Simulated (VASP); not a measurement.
Here is a VASP 6.6.1 calculation.

The input INCAR:

```
PREC     = Accurate       # precision mode
ENCUT    = 520            # plane-wave cutoff, eV
EDIFF    = 1E-6           # SCF threshold, eV
ISMEAR   = -1             # smearing method
SIGMA    = 0.15           # smearing width, eV
LREAL    = False          # projectors in reciprocal space
LASPH    = True           # aspherical terms in the spheres
NELM     = 80             # most SCF steps
ALGO     = Normal         # electronic algorithm
ISIF     = 2              # what is computed and relaxed
LWAVE    = False          # write WAVECAR
LCHARG   = False          # write CHGCAR
GGA      = RP             # functional
NBANDS   = 15             # bands
```

KPOINTS

```
regular mesh
0
Gamma
  9 9 8
```

File POSCAR:

```
TaN
1.0
    2.9133097571      0.0000000000      0.0000000000
   -1.4566548785      2.5230174765      0.0000000000
    0.0000000000      0.0000000000      2.8587719638
Ta N
1 1
Direct
    0.3333333333      0.6666666667      0.5000000000
    0.0000000000      0.0000000000      0.0000000000
```

Potentials or basis: VASP PAW PBE potentials, release 64 (Ta_pv, N).

Run with:

```bash
$ cat potpaw_PBE.64/Ta_pv/POTCAR potpaw_PBE.64/N/POTCAR > POTCAR
$ mpirun -np 1 vasp_std > vasp.out
```

(1) Predict the pressure.

(2) Estimate the band gap on the k mesh.

Answers

(1) 19.9 GPa.

(2) zero (band 8 reaches 8.75 eV, above the bottom of band 9 at 8.54 eV).

Caveat: the PAW data sets were made with another functional, which shifts forces and pressure a little; spin-orbit coupling is left out, which moves the levels of the heavy elements.
